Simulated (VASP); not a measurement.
Write the native input for VASP 6.6.1 that does the following.

```yaml
Task: single point
Functional: PBE
Potentials_or_basis: VASP PAW PBE potentials, release 64 (Ca_sv, Os)
Cutoff: 520 eV
k_mesh: 21 × 21 × 21
Occupations: gaussian, width 0.1 eV
Spin: no spin polarisation
Dipole_correction: no
Further_INCAR_settings: ALGO = Fast; EDIFF = 1e-07; NBANDS = 16
```

The structure of CaOs lies in POSCAR:

```
CaOs
1.0
    1.5105734994      0.8721300165      4.7602980293
   -1.5105734994      0.8721300165      4.7602980293
    0.0000000000     -1.7442600331      4.7602980293
Ca Os
1 1
Direct
    0.0000000000      0.0000000000      0.0000000000
    0.5000000000      0.5000000000      0.5000000000
```

The cell was generated, and may not be a known phase.

These files were run (other wordings do the same):

INCAR

```
PREC = Accurate ; ENCUT = 520
EDIFF = 1E-7 ; ISMEAR = 0
SIGMA = 0.1 ; LREAL = False
LASPH = True ; NELM = 60
ALGO = Fast ; ISIF = 2
LWAVE = False ; LCHARG = True
GGA = PE ; LELF = True
LVHAR = True ; NBANDS = 16
```

KPOINTS

```
Automatic mesh
0
Gamma
  21 21 21
```

Potentials or basis: VASP PAW PBE potentials, release 64 (Ca_sv, Os).

The run is started by

```bash
$ cat potpaw_PBE.64/Ca_sv/POTCAR potpaw_PBE.64/Os/POTCAR > POTCAR
$ mpirun -np 1 vasp_std > vasp.out
```

Results of the run:

| Quantity | Value |
| --- | --- |
| Pressure | 0.1 GPa |
| Band gap on the k mesh | zero (bands 9 and 10 overlap by 1.03 eV) |

Caveat: spin-orbit coupling is left out, which moves the levels of the heavy elements.

Wall time 16 min on 1 thread of Intel(R) Xeon(R) 6975P-C (Granite Rapids), with other jobs on the host, peak memory 0.75 GiB.
